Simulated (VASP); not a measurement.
# GaAs (gw) (I-4m2) in VASP: single point with PBEsol

Aim: the single point of GaAs (gw) with PBEsol.

Everything below comes from runs of VASP 6.6.1. Logs are shortened: lines on timing, memory, paths and dates and some standing lists are left out, and cuts for length are marked.

## (1) The cell of the first run

Symmetry: I-4m2, No. 119, tetragonal system. The conventional cell has a = 3.983 Å, b = 3.983 Å, c = 5.744 Å, α = 90.00°, β = 90.00°, γ = 90.00°. Within 3.2 Å of Ga (site symmetry -4m2) lie 4 As at 2.46 Å. As (site symmetry -4m2) has 4 Ga at 2.46 Å within 3.2 Å.

## (2) Single point, PBEsol

The input, INCAR:

```
PREC = Accurate
ENCUT = 500
EDIFF = 1E-6
ISMEAR = 0
SIGMA = 0.01
LREAL = False
LASPH = True
NELM = 120
ALGO = Normal
ISIF = 2
LWAVE = False
LCHARG = False
GGA = PS
NBANDS = 16
GGA_COMPAT = False
```

The input, KPOINTS:

```
regular mesh
0
Gamma
  4 4 4
```

The input, POSCAR:

```
GaAs
1.0
    0.0000000000      2.8166657585      2.8719610842
    2.8166657585      0.0000000000      2.8719610842
    2.8166657585      2.8166657585      0.0000000000
Ga As
1 1
Direct
    0.0000000000      0.0000000000      0.0000000000
    0.2500000000      0.2500000000      0.2500000000
```

Potentials or basis: VASP PAW PBE potentials, release 64 (Ga_d, As).

On the command line:

```
> cat potpaw_PBE.64/Ga_d/POTCAR potpaw_PBE.64/As/POTCAR > POTCAR
> mpirun -np 1 vasp_std > vasp.out
```

OUTCAR:

```text
PREC = Accurate
   ENCUT = 500
   EDIFF = 1E-6
   ISMEAR = 0
   LREAL = False
   LASPH = True
   NELM = 120
   ISIF = 2
   GGA = PS

 ion  position               nearest neighbor table
   1  0.000  0.000  0.000-   2 2.46   2 2.46   2 2.46   2 2.46
   2  0.250  0.250  0.250-   1 2.46   1 2.46   1 2.46   1 2.46

  LATTYP: Found a body centered tetragonal cell.
 ALAT       =     3.9833669163
 C/A-ratio  =     1.4419766718

  Lattice vectors:

 A1 = (  -2.8166657585,   0.0000000000,   2.8719610842)
 A2 = (   2.8166657585,   0.0000000000,   2.8719610842)
 A3 = (   0.0000000000,   2.8166657585,  -2.8719610842)

Analysis of symmetry for initial positions (statically):
=====================================================================
 Subroutine PRICEL returns:
 Original cell was already a primitive cell.

 Routine SETGRP: Setting up the symmetry group for a
 body centered tetragonal supercell.

 Subroutine GETGRP returns: Found  8 space group operations
 (whereof  8 operations were pure point group operations)
 out of a pool of 16 trial point group operations.

The static configuration has the point symmetry D_2d.

Analysis of symmetry for dynamics (positions and initial velocities):
=====================================================================
 Subroutine PRICEL returns:
 Original cell was already a primitive cell.

 Routine SETGRP: Setting up the symmetry group for a
 body centered tetragonal supercell.

 Subroutine GETGRP returns: Found  8 space group operations
 (whereof  8 operations were pure point group operations)
 out of a pool of 16 trial point group operations.

The dynamic configuration has the point symmetry D_2d.

 Subroutine INISYM returns: Found  8 space group operations
 (whereof  8 operations are pure point group operations),
 and found     1 'primitive' translations

----------------------------------------------------------------------------------------

                                     Primitive cell

  volume of cell :      45.5700

  direct lattice vectors                    reciprocal lattice vectors
     0.000000000  2.816665759  2.871961084    -0.177514850  0.177514850  0.174097067
     2.816665759  0.000000000  2.871961084     0.177514850 -0.177514850  0.174097067
     2.816665759  2.816665759  0.000000000     0.177514850  0.177514850 -0.174097067

  length of vectors
     4.022656643  4.022656643  3.983366916     0.305504227  0.305504227  0.305504227

  position of ions in fractional coordinates (direct lattice)
     0.000000000  0.000000000  0.000000000
     0.250000000  0.250000000  0.250000000

  ion indices of the primitive-cell ions
   primitive index   ion index
                 1           1
                 2           2

----------------------------------------------------------------------------------------

 KPOINTS: regular mesh

Automatic generation of k-mesh.
 Grid dimensions read from file:
 generate k-points for:    4    4    4

 Generating k-lattice:

  Cartesian coordinates                     Fractional coordinates (reciprocal lattice)
    -0.044378713  0.044378713  0.043524267     0.250000000  0.000000000  0.000000000
     0.044378713 -0.044378713  0.043524267     0.000000000  0.250000000  0.000000000
     0.044378713  0.044378713 -0.043524267     0.000000000  0.000000000  0.250000000

  Length of vectors
     0.076376057  0.076376057  0.076376057

  Shift w.r.t. Gamma in fractional coordinates (k-lattice)
     0.000000000  0.000000000  0.000000000

 Subroutine IBZKPT returns following result:
 ===========================================

 Found     13 irreducible k-points:

 Following reciprocal coordinates:
            Coordinates               Weight
  0.000000  0.000000  0.000000      1.000000
  0.250000 -0.000000  0.000000      8.000000
  0.500000 -0.000000  0.000000      4.000000
  0.250000  0.250000  0.000000      2.000000
  0.500000  0.250000  0.000000      8.000000
 -0.250000  0.250000  0.000000      4.000000
  0.500000  0.500000  0.000000      1.000000
  0.250000  0.000000  0.250000      4.000000
  0.500000  0.000000  0.250000     16.000000
 -0.250000  0.000000  0.250000      8.000000
 -0.250000  0.500000  0.250000      4.000000
  0.500000  0.000000  0.500000      2.000000
 -0.250000  0.250000  0.500000      2.000000
   k-points           NKPTS =     13   k-points in BZ     NKDIM =     13   number of bands    NBANDS=     16
   number of dos      NEDOS =    301   number of ions     NIONS =      2
   total plane-waves  NPLWV =  27000
   dimension x,y,z NGX =    30 NGY =   30 NGZ =   30
   dimension x,y,z NGXF=    60 NGYF=   60 NGZF=   60
   ions per type =               1   1
   NGX,Y,Z   is equivalent  to a cutoff of  12.40, 12.40, 12.52 a.u.
   NGXF,Y,Z  is equivalent  to a cutoff of  24.80, 24.80, 25.04 a.u.
 SYSTEM =  unknown system
   PREC   = accura    normal or accurate (medium, high low for compatibility)
   ISTART =      0    job   : 0-new  1-cont  2-samecut
   ICHARG =      2    charge: 1-file 2-atom 10-const
   ISPIN  =      1    spin polarized calculation?
   LNONCOLLINEAR =      F non collinear calculations
   LSORBIT =      F    spin-orbit coupling
   LASPH  =      T    aspherical Exc in radial PAW
   ENCUT  =  500.0 eV  36.75 Ry    6.06 a.u.   7.33  7.33  7.26*2*pi/ulx,y,z
   NELM   =    120;   NELMIN=  2; NELMDL= -5     # of ELM steps
   EDIFF  = 0.1E-05   stopping-criterion for ELM
   LREAL  =      F    real-space projection
   EDIFFG = 0.1E-04   stopping-criterion for IOM
   NSW    =      0    number of steps for IOM
   IBRION =     -1    ionic relax: 0-MD 1-quasi-New 2-CG
   NFREE  =      0    steps in history (QN), initial steepest desc. (CG)
   ISIF   =      2    stress and relaxation
   ISYM   =      2    0-nonsym 1-usesym 2-fastsym
   POTIM  = 0.5000    time-step for ionic-motion
   TEBEG  =    0.0;   TEEND  =   0.0 temperature during run
   PSTRESS=    0.0 pullay stress
   NELECT =      18.0000    total number of electrons
   NUPDOWN=      -1.0000    fix difference up-down
   EMIN   =  10.00;   EMAX   =-10.00  energy-range for DOS
   EFERMI =   0.00;   METHOD = LEGACY
   ISMEAR =     0;   SIGMA  =   0.01  broadening in eV -4-tet -1-fermi 0-gaus
   EFERMI_NEDOS =   21; number of points for ismear=-14 and -15
   IALGO  =     38    algorithm
   IMIX   =      4    mixing-type and parameters
     AMIX     =   0.40;   BMIX     =  1.00
     AMIX_MAG =   1.60;   BMIX_MAG =  1.00
  volume/ion in A,a.u.               =      22.79       153.76
  Fermi-wavevector in a.u.,A,eV,Ry     =   1.201174  2.269890 19.630746  1.442819
  Thomas-Fermi vector in A             =   2.336990
   LORBIT       =      0    0 simple, 1 ext, 2 COOP (PROOUT), +10 PAW based schemes
   GGA     = PS    functional components
   LHFCALC =     F    Hartree Fock is set to
   AEXX    =    0.0000 exact exchange contribution
   IVDW    =     0    specifies the selected vdW correction
   LEPSILON=     F    determine dielectric tensor
   LRPA    =     F    only Hartree local field effects (RPA)
 non-spin polarized calculation
 Gauss-broadening in eV      SIGMA  =   0.01
  energy-cutoff  :      500.00
  volume of cell :       45.57
 maximum number of plane-waves:      1179
 NGX is ok and might be reduce to    30
   NGX = 15   NGY = 15   NGZ = 15

 number of electron      17.9999992 magnetization

 Free energy of the ion-electron system (eV)
  ---------------------------------------------------
  ext. energy  EPLUGINS =         0.00000000
  ---------------------------------------------------
  free energy    TOTEN  =        -8.90394722 eV

  energy without entropy =       -8.90394722  energy(sigma->0) =       -8.90394722

 E-fermi :   3.9301     XC(G=0):  -9.7110

 val. band max:        3.8148207036   @ k =   0.0000   0.0000   0.0000
 cond. band min:       4.1496719108   @ k =   0.0000   0.0000   0.0000
 fundamental gap:      0.3348512072
 Fermi energy:         3.9300944881

 k-point     1 :       0.0000    0.0000    0.0000
  band No.  band energies     occupation
      1     -11.0468      2.00000
      2     -11.0417      2.00000
      3     -11.0417      2.00000
      4     -10.9686      2.00000
      5     -10.9657      2.00000
      6      -8.9178      2.00000
[... 8 lines left out ...]
     15      13.6316      0.00000
     16      14.0227      0.00000

 k-point     2 :       0.2500   -0.0000    0.0000
  band No.  band energies     occupation
      1     -11.0843      2.00000
      2     -11.0340      2.00000
      3     -11.0309      2.00000
      4     -10.9688      2.00000
      5     -10.9648      2.00000
      6      -8.2293      2.00000
[... 8 lines left out ...]
     15      12.7184      0.00000
     16      12.7471      0.00000

 k-point     3 :       0.5000   -0.0000    0.0000
  band No.  band energies     occupation
      1     -11.1194      2.00000
      2     -11.0261      2.00000
      3     -11.0231      2.00000
      4     -10.9657      2.00000
      5     -10.9608      2.00000
      6      -7.1592      2.00000
[... 8 lines left out ...]
     15      15.4345      0.00000
     16      15.5894      0.00000

 k-point     4 :       0.2500    0.2500    0.0000
  band No.  band energies     occupation
      1     -11.1057      2.00000
      2     -11.0187      2.00000
      3     -11.0187      2.00000
      4     -10.9759      2.00000
      5     -10.9629      2.00000
      6      -8.0146      2.00000
[... 8 lines left out ...]
     15      14.8533      0.00000
     16      14.9940      0.00000
[... 115 lines left out ...]
 k-point    11 :      -0.2500    0.5000    0.2500
  band No.  band energies     occupation
      1     -11.1375      2.00000
      2     -11.0134      2.00000
      3     -11.0000      2.00000
      4     -10.9768      2.00000
      5     -10.9639      2.00000
      6      -6.3716      2.00000
[... 8 lines left out ...]
     15      15.7383      0.00000
     16      16.8376      0.00000

 k-point    12 :       0.5000    0.0000    0.5000
  band No.  band energies     occupation
      1     -11.1504      2.00000
      2     -10.9962      2.00000
      3     -10.9958      2.00000
      4     -10.9939      2.00000
      5     -10.9532      2.00000
      6      -6.3959      2.00000
[... 8 lines left out ...]
     15      16.6619      0.00000
     16      16.9491      0.00000

 k-point    13 :      -0.2500    0.2500    0.5000
  band No.  band energies     occupation
      1     -11.1376      2.00000
      2     -11.0137      2.00000
      3     -11.0008      2.00000
      4     -10.9803      2.00000
      5     -10.9607      2.00000
      6      -6.3426      2.00000
[... 8 lines left out ...]
     15      16.0905      0.00000
     16      17.0946      0.00000

------------------------ aborting loop because EDIFF is reached ----------------------------------------

  FORCE on cell =-STRESS in cart. coord.  units (eV):
  Direction    XX          YY          ZZ          XY          YZ          ZX
  --------------------------------------------------------------------------------------
  -------------------------------------------------------------------------------------
  Total        0.1130924      0.1130924     -0.2452965      0.0000000      0.0000000      0.0000000
  in kB        3.9761677      3.9761677     -8.6242785      0.0000000      0.0000000      0.0000000
  external PRESSURE =      -0.2239810 kB  Pullay stress =       0.0000000 kB

 VOLUME and BASIS-vectors are now :
 -----------------------------------------------------------------------------
  energy-cutoff  :      500.00
  volume of cell :       45.57
      direct lattice vectors                 reciprocal lattice vectors
     0.000000000  2.816665759  2.871961084    -0.177514850  0.177514850  0.174097067
     2.816665759  0.000000000  2.871961084     0.177514850 -0.177514850  0.174097067
     2.816665759  2.816665759  0.000000000     0.177514850  0.177514850 -0.174097067

 POSITION                                       TOTAL-FORCE (eV/Angst)
 -----------------------------------------------------------------------------------
      0.00000      0.00000      0.00000        -0.000000     -0.000000      0.000000
      1.40833      1.40833      1.43598         0.000000      0.000000     -0.000000
 -----------------------------------------------------------------------------------
    total drift:                                0.000000      0.000000     -0.000001

  FREE ENERGIE OF THE ION-ELECTRON SYSTEM (eV)
  ---------------------------------------------------
  free  energy   TOTEN  =        -8.9039472157 eV

  energy  without entropy=       -8.9039472157  energy(sigma->0) =       -8.90394722
```

Run time: 21 s. Hardware: 1 thread of Intel Xeon 8259CL, shared host; peak memory 0.16 GiB.

Results:

```yaml
Free_energy: -8.9039 eV
Pressure: 0.0 GPa
Band_gap_on_the_k_mesh: 0.33 eV, direct
```

Stress tensor (GPa, compression positive):
```
 0.40  0.00  0.00
 0.00  0.40  0.00
 0.00  0.00 -0.86
```

Levels at points of the mesh, in eV from the valence-band top:
| k point | band 5 | band 6 | band 7 | band 8 | band 9 | band 10 | band 11 | band 12 | band 13 | band 14 |
| --- | --- | --- | --- | --- | --- | --- | --- | --- | --- | --- |
| (0.00, 0.00, 0.00) | -14.78 | -12.73 | -0.12 | 0.00 | 0.00 | 0.33 | 3.60 | 3.60 | 3.65 | 7.30 |
| (0.50, 0.00, 0.00) | -14.78 | -10.97 | -6.70 | -1.26 | -1.10 | 0.84 | 4.45 | 4.58 | 7.51 | 10.16 |
| (0.50, 0.50, 0.00) | -14.77 | -10.28 | -6.96 | -2.63 | -2.63 | 1.37 | 1.63 | 9.99 | 9.99 | 10.67 |
| (0.50, 0.00, 0.50) | -14.77 | -10.21 | -6.84 | -2.77 | -2.76 | 1.25 | 1.45 | 9.92 | 10.04 | 10.80 |

Caveat: the k points lie up to 0.48 Å⁻¹ apart; the PAW data sets were made with another functional, which shifts forces and pressure a little.
